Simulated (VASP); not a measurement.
# InSe in VASP: notebook

Runs on InSe. Level: PBE+D3(BJ). Tasks: single point.

The COD entry that gives the cell may itself be a prediction, so a difference from it is no test against experiment.

Everything below comes from runs of VASP 6.6.1. Logs are shortened: lines on timing, memory, paths and dates and some standing lists are left out, and cuts for length are marked.

## 1. The cell of the first run

The cell holds a slab with vacuum, 4 atoms: a = 3.892 Å, b = 3.892 Å, c = 36.720 Å, α = 90.00°, β = 90.00°, γ = 120.00°.

## 2. Single point, PBE+D3(BJ)

INCAR reads:

```
PREC = Accurate
ENCUT = 520
EDIFF = 1E-6
ISMEAR = 0
SIGMA = 0.02
LREAL = F
LASPH = T
NELM = 60
ALGO = Normal
ISIF = 2
LWAVE = F
LCHARG = F
LDIPOL = T
IDIPOL = 3
DIPOL = 0.5 0.5 0.500
GGA = PE
IVDW = 12
NBANDS = 27
```

KPOINTS reads:

```
regular mesh
0
Gamma
  9 9 1
```

POSCAR reads:

```
InSe
1.0
    3.8920000000      0.0000000000      0.0000000000
   -1.9460000000      3.3705708715      0.0000000000
    0.0000000000      0.0000000000     36.7199571806
Se In
2 2
Direct
    0.0000000000      0.0000000000      0.4282403929
    0.0000000000      0.0000000000      0.5717318456
    0.6666666667      0.3333333333      0.4627570385
    0.6666666667      0.3333333333      0.5372152569
```

Potentials or basis: VASP PAW PBE potentials, release 64 (Se, In_d).

On the command line:

```
cat potpaw_PBE.64/Se/POTCAR potpaw_PBE.64/In_d/POTCAR > POTCAR
mpirun -np 1 vasp_std > vasp.out
```

OUTCAR:

```text
PREC = Accurate
   ENCUT = 520
   EDIFF = 1E-6
   ISMEAR = 0
   LREAL = F
   LASPH = T
   NELM = 60
   ISIF = 2
   GGA = PE
   IVDW = 12
 IVDW          = 12

 ion  position               nearest neighbor table
   1  0.000  0.000  0.428-   3 2.58   3 2.58   3 2.58
   2  0.000  0.000  0.572-   4 2.58   4 2.58   4 2.58
   3  0.667  0.333  0.463-   1 2.58   1 2.58   1 2.58   4 2.73
   4  0.667  0.333  0.537-   2 2.58   2 2.58   2 2.58   3 2.73

  LATTYP: Found a hexagonal cell.
 ALAT       =     3.8920000000
 C/A-ratio  =     9.4347269220

  Lattice vectors:

 A1 = (   3.8920000000,   0.0000000000,   0.0000000000)
 A2 = (  -1.9460000000,   3.3705708715,   0.0000000000)
 A3 = (   0.0000000000,   0.0000000000,  36.7199571806)

Analysis of symmetry for initial positions (statically):
=====================================================================
 Subroutine PRICEL returns:
 Original cell was already a primitive cell.

 Routine SETGRP: Setting up the symmetry group for a
 hexagonal supercell.

 Subroutine GETGRP returns: Found 12 space group operations
 (whereof  6 operations were pure point group operations)
 out of a pool of 24 trial point group operations.

The static configuration has the point symmetry C_3v.
 The point group associated with its full space group is D_3h.

Analysis of symmetry for dynamics (positions and initial velocities):
=====================================================================
 Subroutine PRICEL returns:
 Original cell was already a primitive cell.

 Routine SETGRP: Setting up the symmetry group for a
 hexagonal supercell.

 Subroutine GETGRP returns: Found 12 space group operations
 (whereof  6 operations were pure point group operations)
 out of a pool of 24 trial point group operations.

The dynamic configuration has the point symmetry C_3v.
 The point group associated with its full space group is D_3h.

 Subroutine INISYM returns: Found 12 space group operations
 (whereof  6 operations are pure point group operations),
 and found     1 'primitive' translations

----------------------------------------------------------------------------------------

                                     Primitive cell

  volume of cell :     481.7020

  direct lattice vectors                    reciprocal lattice vectors
     3.892000000  0.000000000  0.000000000     0.256937307  0.148342824  0.000000000
    -1.946000000  3.370570872  0.000000000     0.000000000  0.296685647  0.000000000
     0.000000000  0.000000000 36.719957181     0.000000000  0.000000000  0.027233147

  length of vectors
     3.892000000  3.892000000 36.719957181     0.296685647  0.296685647  0.027233147

  position of ions in fractional coordinates (direct lattice)
     0.000000000  0.000000000  0.428240393
     0.000000000  0.000000000  0.571731846
     0.666666667  0.333333333  0.462757039
     0.666666667  0.333333333  0.537215257

  ion indices of the primitive-cell ions
   primitive index   ion index
                 1           1
                 2           2
                 3           3
                 4           4

----------------------------------------------------------------------------------------

 KPOINTS: regular mesh

Automatic generation of k-mesh.
 Grid dimensions read from file:
 generate k-points for:    9    9    1

 Generating k-lattice:

  Cartesian coordinates                     Fractional coordinates (reciprocal lattice)
     0.028548590  0.016482536  0.000000000     0.111111111  0.000000000  0.000000000
     0.000000000  0.032965072  0.000000000     0.000000000  0.111111111  0.000000000
     0.000000000  0.000000000  0.027233147     0.000000000  0.000000000  1.000000000

  Length of vectors
     0.032965072  0.032965072  0.027233147

  Shift w.r.t. Gamma in fractional coordinates (k-lattice)
     0.000000000  0.000000000  0.000000000

 Subroutine IBZKPT returns following result:
 ===========================================

 Found     12 irreducible k-points:

 Following reciprocal coordinates:
            Coordinates               Weight
  0.000000  0.000000  0.000000      1.000000
  0.111111  0.000000  0.000000      6.000000
  0.222222  0.000000  0.000000      6.000000
  0.333333  0.000000  0.000000      6.000000
  0.444444  0.000000  0.000000      6.000000
  0.111111  0.111111  0.000000      6.000000
  0.222222  0.111111  0.000000     12.000000
  0.333333  0.111111  0.000000     12.000000
  0.444444  0.111111  0.000000      6.000000
  0.222222  0.222222  0.000000      6.000000
  0.333333  0.222222  0.000000     12.000000
  0.333333  0.333333  0.000000      2.000000
   k-points           NKPTS =     12   k-points in BZ     NKDIM =     12   number of bands    NBANDS=     27
   number of dos      NEDOS =    301   number of ions     NIONS =      4
   total plane-waves  NPLWV = 252000
   dimension x,y,z NGX =    30 NGY =   30 NGZ =  280
   dimension x,y,z NGXF=    60 NGYF=   60 NGZF=  560
   ions per type =               2   2
   NGX,Y,Z   is equivalent  to a cutoff of  12.81, 12.81, 12.68 a.u.
   NGXF,Y,Z  is equivalent  to a cutoff of  25.63, 25.63, 25.35 a.u.
 SYSTEM =  unknown system
   PREC   = accura    normal or accurate (medium, high low for compatibility)
   ISTART =      0    job   : 0-new  1-cont  2-samecut
   ICHARG =      2    charge: 1-file 2-atom 10-const
   ISPIN  =      1    spin polarized calculation?
   LNONCOLLINEAR =      F non collinear calculations
   LSORBIT =      F    spin-orbit coupling
   LASPH  =      T    aspherical Exc in radial PAW
   ENCUT  =  520.0 eV  38.22 Ry    6.18 a.u.   7.24  7.24 68.27*2*pi/ulx,y,z
   NELM   =     60;   NELMIN=  2; NELMDL= -5     # of ELM steps
   EDIFF  = 0.1E-05   stopping-criterion for ELM
   LREAL  =      F    real-space projection
   EDIFFG = 0.1E-04   stopping-criterion for IOM
   NSW    =      0    number of steps for IOM
   IBRION =     -1    ionic relax: 0-MD 1-quasi-New 2-CG
   NFREE  =      0    steps in history (QN), initial steepest desc. (CG)
   ISIF   =      2    stress and relaxation
   ISYM   =      2    0-nonsym 1-usesym 2-fastsym
   POTIM  = 0.5000    time-step for ionic-motion
   TEBEG  =    0.0;   TEEND  =   0.0 temperature during run
   PSTRESS=    0.0 pullay stress
   NELECT =      38.0000    total number of electrons
   NUPDOWN=      -1.0000    fix difference up-down
   EMIN   =  10.00;   EMAX   =-10.00  energy-range for DOS
   EFERMI =   0.00;   METHOD = LEGACY
   ISMEAR =     0;   SIGMA  =   0.02  broadening in eV -4-tet -1-fermi 0-gaus
   EFERMI_NEDOS =   21; number of points for ismear=-14 and -15
   IALGO  =     38    algorithm
   IMIX   =      4    mixing-type and parameters
     AMIX     =   0.40;   BMIX     =  1.00
     AMIX_MAG =   1.60;   BMIX_MAG =  1.00
  volume/ion in A,a.u.               =     120.43       812.67
  Fermi-wavevector in a.u.,A,eV,Ry     =   0.702118  1.326810  6.707253  0.492969
  Thomas-Fermi vector in A             =   1.786730
   LORBIT       =      0    0 simple, 1 ext, 2 COOP (PROOUT), +10 PAW based schemes
   GGA     = PE    functional components
   LHFCALC =     F    Hartree Fock is set to
   AEXX    =    0.0000 exact exchange contribution
   IVDW    =    12    specifies the selected vdW correction
   LEPSILON=     F    determine dielectric tensor
   LRPA    =     F    only Hartree local field effects (RPA)
 non-spin polarized calculation
 Gauss-broadening in eV      SIGMA  =   0.02
  energy-cutoff  :      520.00
  volume of cell :      481.70
 maximum number of plane-waves:     13023
 NGX is ok and might be reduce to    30
   NGX = 15   NGY = 15   NGZ =137

 dipolmoment           0.000000      0.000000      0.000000 electrons x Angstroem

 number of electron      38.0000017 magnetization

 dipolmoment           0.000000      0.000000     -0.000013 electrons x Angstroem

 Free energy of the ion-electron system (eV)
  ---------------------------------------------------
  ext. energy  EPLUGINS =         0.00000000
  ---------------------------------------------------
  free energy    TOTEN  =       -13.95918325 eV

  energy without entropy =      -13.95918325  energy(sigma->0) =      -13.95918325

 E-fermi :  -3.5952     XC(G=0):  -2.3824

 val. band max:       -3.7214372898   @ k =   0.1111   0.1111   0.0000
 cond. band min:      -1.7055731349   @ k =   0.0000   0.0000   0.0000
 fundamental gap:      2.0158641549
 Fermi energy:        -3.5951983051

 k-point     1 :       0.0000    0.0000    0.0000
  band No.  band energies     occupation
      1     -17.8015      2.00000
      2     -17.5873      2.00000
      3     -17.5873      2.00000
      4     -17.4916      2.00000
      5     -17.4916      2.00000
      6     -17.4695      2.00000
[... 19 lines left out ...]
     26       2.2801      0.00000
     27       2.4336      0.00000

 k-point     2 :       0.1111    0.0000    0.0000
  band No.  band energies     occupation
      1     -17.8062      2.00000
      2     -17.6487      2.00000
      3     -17.5841      2.00000
      4     -17.5795      2.00000
      5     -17.4801      2.00000
      6     -17.4740      2.00000
[... 19 lines left out ...]
     26       2.4189      0.00000
     27       2.4425      0.00000

 k-point     3 :       0.2222    0.0000    0.0000
  band No.  band energies     occupation
      1     -17.8554      2.00000
      2     -17.7195      2.00000
      3     -17.7178      2.00000
      4     -17.5797      2.00000
      5     -17.4859      2.00000
      6     -17.4510      2.00000
[... 19 lines left out ...]
     26       2.4344      0.00000
     27       2.9204      0.00000

 k-point     4 :       0.3333    0.0000    0.0000
  band No.  band energies     occupation
      1     -17.9445      2.00000
      2     -17.8287      2.00000
      3     -17.7237      2.00000
      4     -17.5796      2.00000
      5     -17.4992      2.00000
      6     -17.4185      2.00000
[... 19 lines left out ...]
     26       3.0428      0.00000
     27       3.7206      0.00000

 k-point     5 :       0.4444    0.0000    0.0000
  band No.  band energies     occupation
      1     -17.9995      2.00000
      2     -17.8864      2.00000
      3     -17.7191      2.00000
      4     -17.5811      2.00000
      5     -17.5077      2.00000
      6     -17.3981      2.00000
[... 19 lines left out ...]
     26       3.9324      0.00000
     27       4.2473      0.00000

 k-point     6 :       0.1111    0.1111    0.0000
  band No.  band energies     occupation
      1     -17.8336      2.00000
      2     -17.7074      2.00000
      3     -17.6824      2.00000
      4     -17.5820      2.00000
      5     -17.4800      2.00000
      6     -17.4616      2.00000
[... 19 lines left out ...]
     26       2.4472      0.00000
     27       2.7716      0.00000

 k-point     7 :       0.2222    0.1111    0.0000
  band No.  band energies     occupation
      1     -17.9108      2.00000
      2     -17.7932      2.00000
      3     -17.7251      2.00000
      4     -17.5840      2.00000
      5     -17.4889      2.00000
      6     -17.4343      2.00000
[... 19 lines left out ...]
     26       2.9987      0.00000
     27       3.3931      0.00000

 k-point     8 :       0.3333    0.1111    0.0000
  band No.  band energies     occupation
      1     -17.9796      2.00000
      2     -17.8687      2.00000
      3     -17.7205      2.00000
      4     -17.5884      2.00000
      5     -17.4970      2.00000
      6     -17.4107      2.00000
[... 19 lines left out ...]
     26       3.6295      0.00000
     27       3.7791      0.00000

 k-point     9 :       0.4444    0.1111    0.0000
  band No.  band energies     occupation
      1     -18.0050      2.00000
      2     -17.8950      2.00000
      3     -17.7175      2.00000
      4     -17.5906      2.00000
      5     -17.5002      2.00000
      6     -17.4018      2.00000
[... 19 lines left out ...]
     26       3.7677      0.00000
     27       4.5177      0.00000

 k-point    10 :       0.2222    0.2222    0.0000
  band No.  band energies     occupation
      1     -17.9669      2.00000
      2     -17.8585      2.00000
      3     -17.7214      2.00000
      4     -17.5958      2.00000
      5     -17.4858      2.00000
      6     -17.4199      2.00000
[... 19 lines left out ...]
     26       3.6765      0.00000
     27       4.0045      0.00000

 k-point    11 :       0.3333    0.2222    0.0000
  band No.  band energies     occupation
      1     -17.9995      2.00000
      2     -17.8949      2.00000
      3     -17.7165      2.00000
      4     -17.6051      2.00000
      5     -17.4819      2.00000
      6     -17.4112      2.00000
[... 19 lines left out ...]
     26       4.1154      0.00000
     27       4.2409      0.00000

 k-point    12 :       0.3333    0.3333    0.0000
  band No.  band energies     occupation
      1     -18.0051      2.00000
      2     -17.9035      2.00000
      3     -17.7146      2.00000
      4     -17.6132      2.00000
      5     -17.4694      2.00000
      6     -17.4220      2.00000
[... 19 lines left out ...]
     26       4.2533      0.00000
     27       4.4462      0.00000

------------------------ aborting loop because EDIFF is reached ----------------------------------------

 vacuum level on the upper side and lower side of the slab       (xc-potential included)        -0.006        -0.006

 Edisp (eV)   -0.96641

 E8    (eV) :    -0.4666

  FORCE on cell =-STRESS in cart. coord.  units (eV):
  Direction    XX          YY          ZZ          XY          YZ          ZX
  --------------------------------------------------------------------------------------
  -------------------------------------------------------------------------------------
  Total       3.97688     3.97688     2.95693     0.00000     0.00000     0.00000
  in kB      13.22741    13.22741     9.83496     0.00000     0.00000     0.00000
  external pressure =       12.10 kB  Pullay stress =        0.00 kB

 VOLUME and BASIS-vectors are now :
 -----------------------------------------------------------------------------
  energy-cutoff  :      520.00
  volume of cell :      481.70
      direct lattice vectors                 reciprocal lattice vectors
     3.892000000  0.000000000  0.000000000     0.256937307  0.148342824  0.000000000
    -1.946000000  3.370570872  0.000000000     0.000000000  0.296685647  0.000000000
     0.000000000  0.000000000 36.719957181     0.000000000  0.000000000  0.027233147

 POSITION                                       TOTAL-FORCE (eV/Angst)
 -----------------------------------------------------------------------------------
      0.00000      0.00000     15.72497        -0.000000      0.000000     -0.814958
      0.00000      0.00000     20.99397         0.000000      0.000000      0.814958
      1.94600      1.12352     16.99242        -0.000000     -0.000000      0.480120
      1.94600      1.12352     19.72652         0.000000     -0.000000     -0.480120
 -----------------------------------------------------------------------------------
    total drift:                               -0.000000      0.000000     -0.001614

  FREE ENERGIE OF THE ION-ELECTRON SYSTEM (eV)
  ---------------------------------------------------
  free  energy   TOTEN  =       -14.9255960025 eV

  energy  without entropy=      -14.9255960025  energy(sigma->0) =      -14.92559600

 vacuum level on the upper side and lower side of the slab         2.228         2.228
```

It took 3.1 min on 1 thread of Intel Xeon 6975P-C (Granite Rapids), shared host; peak memory 0.58 GiB.

What came out:

```
Free energy                : -14.9256 eV
Largest force              : 0.815 eV/Å
Band gap on the k mesh     : 2.02 eV, indirect (least direct gap 2.12 eV)
Dispersion energy per atom : -0.242 eV
```

Forces in eV/Å, atoms in the order of the input:
```
Se   0.000  0.000 -0.815
Se   0.000  0.000  0.815
In   0.000  0.000  0.480
In   0.000  0.000 -0.480
```

Levels at points of the mesh, in eV from the valence-band top:
```
           k point  band 17  band 18  band 19  band 20  band 21  band 22
(0.00, 0.00, 0.00)    -0.28    -0.28    -0.11     2.02     3.20     5.41
```

Caveat: spin-orbit coupling is left out, which moves the levels of the heavy elements.

## 3. Single point, PBE+D3(BJ)

INCAR reads:

```
  PREC = Accurate
  ENCUT = 520
  EDIFF = 1E-6
  ISMEAR = 0
  SIGMA = 0.02
  LREAL = False
  LASPH = True
  NELM = 80
  ALGO = Normal
  ISIF = 2
  LWAVE = False
  LCHARG = True
  LDIPOL = True
  IDIPOL = 3
  DIPOL = 0.5 0.5 0.500
  GGA = PE
  IVDW = 12
  LELF = True
  LVHAR = True
  LVACPOTAV = True
  NBANDS = 27
```

KPOINTS reads:

```
Automatic mesh
0
Gamma
  9 9 1
```

POSCAR reads:

```
InSe
1.0
    3.8920000000      0.0000000000      0.0000000000
   -1.9460000000      3.3705708715      0.0000000000
    0.0000000000      0.0000000000     36.7199571806
Se In
2 2
Direct
    0.0000000000      0.0000000000      0.4250677313
    0.0000000000      0.0000000000      0.5749045073
    0.6666666667      0.3333333333      0.4611107345
    0.6666666667      0.3333333333      0.5388615635
```

Potentials or basis: VASP PAW PBE potentials, release 64 (Se, In_d).

On the command line:

```
cat potpaw_PBE.64/Se/POTCAR potpaw_PBE.64/In_d/POTCAR > POTCAR
mpirun -np 1 vasp_std > vasp.out
```

Run time: 3.7 min. Hardware: 1 thread of Intel Xeon 6975P-C (Granite Rapids), shared host; peak memory 0.58 GiB.

The run converged. Its results:

```
Free energy                            : -14.9893 eV
Largest force                          : 0.670 eV/Å
Band gap on the k mesh                 : 2.04 eV, indirect (least direct gap 2.11 eV)
Dispersion energy per atom             : -0.235 eV
Ionisation potential of the upper face : 6.06 eV
```

Forces in eV/Å, atoms in the order of the input:
```
Se   0.000  0.000 -0.356
Se   0.000  0.000  0.356
In   0.000  0.000  0.670
In   0.000  0.000 -0.670
```

Levels at points of the mesh, in eV from the valence-band top:
| k point | band 17 | band 18 | band 19 | band 20 | band 21 | band 22 |
| --- | --- | --- | --- | --- | --- | --- |
| (0.00, 0.00, 0.00) | -0.12 | -0.07 | -0.07 | 2.04 | 3.35 | 5.64 |

Caveat: spin-orbit coupling is left out, which moves the levels of the heavy elements.
